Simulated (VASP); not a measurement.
# Si (R-3m) in VASP: notebook, part 2 of 2

VASP 6.6.1.

## Step 3: Relaxation of cell and atoms, PBE

INCAR reads:

```
SYSTEM = Si
  PREC = Accurate
  ENCUT = 600
  EDIFF = 1E-6
  ISMEAR = 0
  SIGMA = 0.1
  LREAL = .False.
  LASPH = .True.
  NELM = 60
  ALGO = Normal
  ISIF = 3
  LWAVE = .False.
  LCHARG = .False.
  GGA = PE
  IBRION = 2
  NSW = 90
  EDIFFG = -0.04
```

KPOINTS reads:

```
regular mesh
0
Gamma
  6 6 6
  0 0 0
```

POSCAR reads:

```
Si
1.0
    1.9677865900      1.1361021200      2.9799001800
   -1.9677865900      1.1361021200      2.9799001800
    0.0000000000     -2.2722042400      2.9799001800
Si
2
Direct
    0.5941707900      0.5941707900      0.5941707900
    0.4058292100      0.4058292100      0.4058292100
```

Potentials or basis: VASP PAW PBE potentials, release 64 (Si).

Run with:

```
cat potpaw_PBE.64/Si/POTCAR > POTCAR
mpirun -np 1 vasp_std > vasp.out
```

OUTCAR:

```text
SYSTEM = Si
   PREC = Accurate
   ENCUT = 600
   EDIFF = 1E-6
   ISMEAR = 0
   LREAL = .False.
   LASPH = .True.
   NELM = 60
   ISIF = 3
   GGA = PE
   IBRION = 2
   NSW = 90
   EDIFFG = -0.04

 ion  position               nearest neighbor table
   1  0.594  0.594  0.594-   2 1.68   2 2.62   2 2.62   2 2.62
   2  0.406  0.406  0.406-   1 1.68   1 2.62   1 2.62   1 2.62

  LATTYP: Found a trigonal (rhomboedric) cell.
 ALAT       =     3.7473613638
 COS(alpha) =     0.4485135567

  Lattice vectors:

 A1 = (   1.9677865900,   1.1361021200,   2.9799001800)
 A2 = (  -1.9677865900,   1.1361021200,   2.9799001800)
 A3 = (   0.0000000000,  -2.2722042400,   2.9799001800)

Analysis of symmetry for initial positions (statically):
=====================================================================
 Subroutine PRICEL returns:
 Original cell was already a primitive cell.

 Routine SETGRP: Setting up the symmetry group for a
 trigonal (rhombohedral) supercell.

 Subroutine GETGRP returns: Found 12 space group operations
 (whereof 12 operations were pure point group operations)
 out of a pool of 12 trial point group operations.

The static configuration has the point symmetry D_3d.

Analysis of symmetry for dynamics (positions and initial velocities):
=====================================================================
[... 161 lines left out ...]

 E-fermi :   5.5888     XC(G=0):  -9.3793

 val. band max:        5.5821982565   @ k =   0.3333   0.3333   0.0000
 cond. band min:       5.7610228489   @ k =   0.3333  -0.0000   0.0000
 fundamental gap:      0.1788245924
 Fermi energy:         5.5888478804

 k-point     1 :       0.0000    0.0000    0.0000
  band No.  band energies     occupation
      1      -6.6845      2.00000
      2       3.8321      2.00000
      3       6.0298      0.00000
      4       6.0298      0.00000
      5       7.2040      0.00000
      6       7.2040      0.00000
      7       8.4250      0.00000
      8      11.3876      0.00000
[... 354 lines left out ...]
  FREE ENERGIE OF THE ION-ELECTRON SYSTEM (eV)
  ---------------------------------------------------
  free  energy   TOTEN  =        -8.0178011137 eV

  energy  without entropy=       -8.0080773758  energy(sigma->0) =       -8.01293924

[... ionic steps 4 to 10 ...]

--------------------------------------- Ionic step       11  -------------------------------------------

 number of electron       8.0000000 magnetization

------------------------ aborting loop because EDIFF is reached ----------------------------------------
[... 67 lines left out ...]
--------------------------------------- Ionic step       13  -------------------------------------------

 number of electron       8.0000000 magnetization

 Free energy of the ion-electron system (eV)
  ---------------------------------------------------
  ext. energy  EPLUGINS =         0.00000000
  ---------------------------------------------------
  free energy    TOTEN  =        -9.58075596 eV

  energy without entropy =       -9.57991755  energy(sigma->0) =       -9.58033676

 E-fermi :   3.0578     XC(G=0):  -8.1410

 val. band max:        2.9432699456   @ k =  -0.3333   0.3333   0.0000
 cond. band min:       3.1438178781   @ k =   0.5000   0.5000  -0.0000
 fundamental gap:      0.2005479325
 Fermi energy:         3.0577668475

 k-point     1 :       0.0000    0.0000    0.0000
  band No.  band energies     occupation
      1      -7.9291      2.00000
      2       1.3029      2.00000
      3       2.1203      2.00000
      4       2.1203      2.00000
      5       5.0428      0.00000
      6       5.3348      0.00000
      7       6.4186      0.00000
      8       6.4186      0.00000
[... 282 lines left out ...]
  FREE ENERGIE OF THE ION-ELECTRON SYSTEM (eV)
  ---------------------------------------------------
  free  energy   TOTEN  =        -9.5807559648 eV

  energy  without entropy=       -9.5799175458  energy(sigma->0) =       -9.58033676

 reached required accuracy - stopping structural energy minimisation
```

CONTCAR:

```text
Si
   1.00000000000000
     1.9306312258404417    1.1146504603515484    4.1919362658536796
    -1.9306312258404417    1.1146504603515484    4.1919362658536796
    -0.0000000000000000   -2.2293009207030967    4.1919362658536796
  Si
     2
Direct
     0.6862034307818350    0.6862034307818350    0.6862034307818350
     0.3137965692181650    0.3137965692181650    0.3137965692181650

  0.00000000E+00  0.00000000E+00  0.00000000E+00
  0.00000000E+00  0.00000000E+00  0.00000000E+00
```

It took 70 s on 1 thread of AMD EPYC 7R13 (Zen 3), shared host; peak memory 0.13 GiB.

Results:

* Free energy: -9.5808 eV
* Relaxed volume: 27.06 Å³/atom
* Relaxed cell: a = 4.748 Å, b = 4.748 Å, c = 4.748 Å, α = 47.99°, β = 47.99°, γ = 47.99°
* Space group after relaxing (to 0.1 Å): R-3m (No. 166)
* Energy gained by relaxing: 2112.0 meV/atom
* Ionic steps: 13
* Pressure after relaxing: -0.1 GPa
* Largest force after relaxing: 0.007 eV/Å
* Band gap on the k mesh: 0.20 eV (least direct gap 0.43 eV)

Forces on the atoms (eV/Å):
```
Si   0.000  0.000 -0.007
Si   0.000  0.000  0.007
```

Step by step:
| step | energy change (eV) | largest force (eV/Å) | pressure (GPa) | volume (Å³) |
| --- | --- | --- | --- | --- |
| 1 | 0.0000 | 23.7591 | 40.91 | 39.97 |
| 2 | -2.3751 | 1.1792 | -10.54 | 65.76 |
| 3 | -2.6610 | 1.4269 | -9.59 | 64.34 |
| 4 | -2.9963 | 1.6583 | -8.54 | 62.81 |
| 5 | -4.2024 | 0.1980 | 2.32 | 52.09 |
| 6 | -4.2109 | 0.1612 | 2.04 | 52.73 |
| 7 | -4.2089 | 0.1171 | 0.97 | 54.26 |
| 8 | -4.2154 | 0.0908 | 1.69 | 53.28 |
| 9 | -4.2157 | 0.0488 | 1.53 | 53.53 |
| 10 | -4.2178 | 0.0944 | -1.37 | 55.35 |
| 11 | -4.2231 | 0.0334 | -0.10 | 54.50 |
| 12 | -4.2233 | 0.0267 | -0.09 | 54.40 |
| 13 | -4.2240 | 0.0073 | -0.08 | 54.13 |

Final structure:
```cif
data_structure
_symmetry_space_group_name_H-M 'P 1'
_symmetry_Int_Tables_number 1
_cell_length_a 4.7479
_cell_length_b 4.7479
_cell_length_c 4.7479
_cell_angle_alpha 47.987
_cell_angle_beta 47.987
_cell_angle_gamma 47.987
_cell_volume 54.13
loop_
_atom_site_label
_atom_site_type_symbol
_atom_site_fract_x
_atom_site_fract_y
_atom_site_fract_z
_atom_site_occupancy
Si1 Si 0.68620 0.68620 0.68620 1
Si2 Si 0.31380 0.31380 0.31380 1
```

Caveat: the volume moved by over 15 % at a fixed basis, so the end points are rough.
